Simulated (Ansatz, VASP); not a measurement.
## SnI4O12 in VASP and in Ansatz

```xyz
17
Lattice="5.1077 0.0000 0.0000 0.1073 6.3421 0.0000 0.2000 0.3395 8.4604" Properties=species:S:1:pos:R:3 pbc="T T T"
Sn    0.1000    0.1698    4.2302
I     2.7240    5.0137    2.0300
I     2.6909    1.6679    6.4304
I     5.2319    4.7123    7.1290
I     0.1831    1.9693    1.3314
O     4.1539    6.1817    2.5302
O     1.2611    0.4999    5.9302
O     1.7102    5.2045    3.5808
O     3.7047    1.4771    4.8796
O     4.5476    4.9558    5.3849
O     0.8674    1.7258    3.0755
O     4.4428    3.0657    7.4725
O     0.9721    3.6159    0.9879
O     3.5135    3.4692    2.4684
O     1.9014    3.2124    5.9920
O     4.0224    5.7760    7.9880
O     1.3925    0.9056    0.4724
```

Change from the starting cell: volume scaled by 1.03, ions relaxed.

Alike in both runs: functional PBE; k mesh 4 × 4 × 3; occupations fermi-dirac, width 0.02 eV; no spin polarisation.

Ansatz relaxed the structure, and its values are those at the end. VASP's run is a single point on that final structure, the one shown.

|  | VASP | Ansatz |
| --- | --- | --- |
| version | VASP 6.6.1 | Ansatz 0.2.0 |
| potentials or method | VASP PAW PBE potentials, release 64 (Sn_d, I, O) | plane-wave PAW, scalar-relativistic |
| plane-wave cutoff (eV) | 520 | 420 |
| valence electrons in the cell | 114 | 154 |

```csv
,VASP,Ansatz,Ansatz less VASP
gap on the k mesh at the Fermi level (eV),2.73,2.75,+0.024
pressure (GPa),0.6,0.9,+0.32
rms of the force components (eV/Å),0.035,0.006,-0.0291
```

VASP's potentials hold 114 valence electrons a cell and Ansatz's 154, so a difference there can come from the potentials and not from the codes. Ansatz's warnings: stress scf threshold loose.

Spin-orbit coupling is off throughout.
